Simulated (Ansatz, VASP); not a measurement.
**Two plane-wave programs on Cl**

```xyz
2
Lattice="10.0000 0.0000 0.0000 0.0000 10.5000 0.0000 0.0000 0.0000 11.0000" Properties=species:S:1:pos:R:3 pbc="T T T"
Cl    5.0000    5.2500    4.5057
Cl    5.0000    5.2500    6.4943
```

Alike in both runs: functional PBEsol; k mesh 1 × 1 × 1; occupations gaussian, width 0.01 eV; no spin polarisation.

Ansatz relaxed the structure, and its values are those at the end. VASP's run is a single point on that final structure, the one shown.

|  | VASP | Ansatz |
| --- | --- | --- |
| version | VASP 6.6.1 | Ansatz 0.2.0 |
| potentials or method | VASP PAW PBE potentials, release 64 (Cl), cutoff 400 eV | scalar-relativistic, plane waves, PAW |
| valence electrons in the cell | 14 | 14 |

```tsv
	VASP	Ansatz	Ansatz less VASP
gap on the k mesh at the Fermi level (eV)	3.06	3.01	-0.056
rms of the force components (eV/Å)	0.097	0.001	-0.0956
```

VASP's potentials were made for PBE, not for PBEsol, and Ansatz warns of the same on its side. Ansatz's warnings: stress scf threshold loose, xc potential rough in thin density.
